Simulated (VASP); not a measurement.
Wanted: the native input for a VASP 6.6.1 run.

| Property | Result |
| --- | --- |
| Task | single point |
| Functional | PBE |
| Potentials or basis | VASP PAW PBE potentials, release 64 (Sn_d, Se) |
| Cutoff | 500 eV |
| k mesh | 9 × 9 × 4 |
| Occupations | gaussian, width 0.02 eV |
| Spin | no spin polarisation |
| Dipole correction | no |
| Further INCAR settings | ALGO = Normal; EDIFF = 1e-06; NBANDS = 20 |

The structure of SnSe2 lies in POSCAR:

```
SnSe2
1.0
    3.8718897029      0.0000000000      0.0000000000
   -1.9359448514      3.3531548433      0.0000000000
    0.0000000000      0.0000000000      6.9847678807
Sn Se
1 2
Direct
    0.0000000000      0.0000000000      0.0000000000
    0.6666666667      0.3333333333      0.7717296671
    0.3333333333      0.6666666667      0.2282703329
```

The input as run:

INCAR

```
SYSTEM = SnSe2
PREC = Accurate ; ENCUT = 500
EDIFF = 1E-6 ; ISMEAR = 0
SIGMA = 0.02 ; LREAL = .FALSE.
LASPH = .TRUE. ; NELM = 120
ALGO = Normal ; ISIF = 2
LWAVE = .FALSE. ; LCHARG = .FALSE.
GGA = PE ; NBANDS = 20
GGA_COMPAT = .FALSE.
```

KPOINTS

```
regular mesh
0
G
  9 9 4
  0 0 0
```

Potentials or basis: VASP PAW PBE potentials, release 64 (Sn_d, Se).

Command:

```sh
$ cat potpaw_PBE.64/Sn_d/POTCAR potpaw_PBE.64/Se/POTCAR > POTCAR
$ mpirun -np 1 vasp_std > vasp.out
```

Results of the run:

```
Pressure               : 0.1 GPa
Largest force          : 0.013 eV/Å
Band gap on the k mesh : 0.76 eV (least direct gap 1.11 eV)
```

Caveat: semilocal functionals underestimate gaps, and a narrow one can read as zero; spin-orbit coupling is left out, which moves the levels of the heavy elements; this functional lacks dispersion, which binds layers or chains, so the pressure and a relaxed spacing across them are unreliable.

Wall time 53 s on 1 thread of Intel(R) Xeon(R) Platinum 8488C (Sapphire Rapids) (shared host), peak memory 0.22 GiB.
